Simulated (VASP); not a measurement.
Wanted: the native input for a VASP 6.6.1 run.

```yaml
Task: dielectric tensor
Functional: r2SCAN
Potentials_or_basis: VASP PAW PBE potentials, release 64 (B, P)
Cutoff: 520 eV
k_mesh: 8 × 8 × 8
Occupations: gaussian, width 0.01 eV
Spin: no spin polarisation
Dipole_correction: no
Further_INCAR_settings: ALGO = Normal; EDIFF = 1e-08
```

The structure of BP lies in POSCAR:

```
BP
1.0
    0.0000000000      2.2683156780      2.2683156780
    2.2683156780      0.0000000000      2.2683156780
    2.2683156780      2.2683156780      0.0000000000
B P
1 1
Direct
    0.0000000000      0.0000000000      0.0000000000
    0.2500000000      0.2500000000      0.2500000000
```

The input as run:

INCAR

```
PREC     = Accurate       # precision mode
ENCUT    = 520            # plane-wave cutoff, eV
EDIFF    = 1E-8           # SCF threshold, eV
ISMEAR   = 0              # smearing method
SIGMA    = 0.01           # smearing width, eV
LREAL    = F              # projectors in reciprocal space
LASPH    = T              # aspherical terms in the spheres
NELM     = 100            # most SCF steps
ALGO     = Normal         # electronic algorithm
ISIF     = 2              # what is computed and relaxed
LWAVE    = F              # write WAVECAR
LCHARG   = F              # write CHGCAR
METAGGA  = R2SCAN         # meta-GGA
LMIXTAU  = T            
LCALCEPS = T
```

KPOINTS

```
regular mesh
0
Gamma
  8 8 8
```

Potentials or basis: VASP PAW PBE potentials, release 64 (B, P).

Launch:

```console
$ cat potpaw_PBE.64/B/POTCAR potpaw_PBE.64/P/POTCAR > POTCAR
$ mpirun -np 1 vasp_std > vasp.out
```

It gave:

The band gap on the k mesh is 1.48 eV, indirect (least direct gap 3.64 eV), the electronic dielectric tensor (diagonal) is 8.63 and the born charges (mean of the diagonal) is B -0.44; P +0.44 e.

It took 12 min on 1 thread of Intel Xeon 6975P-C (shared host), peak memory 0.26 GiB.
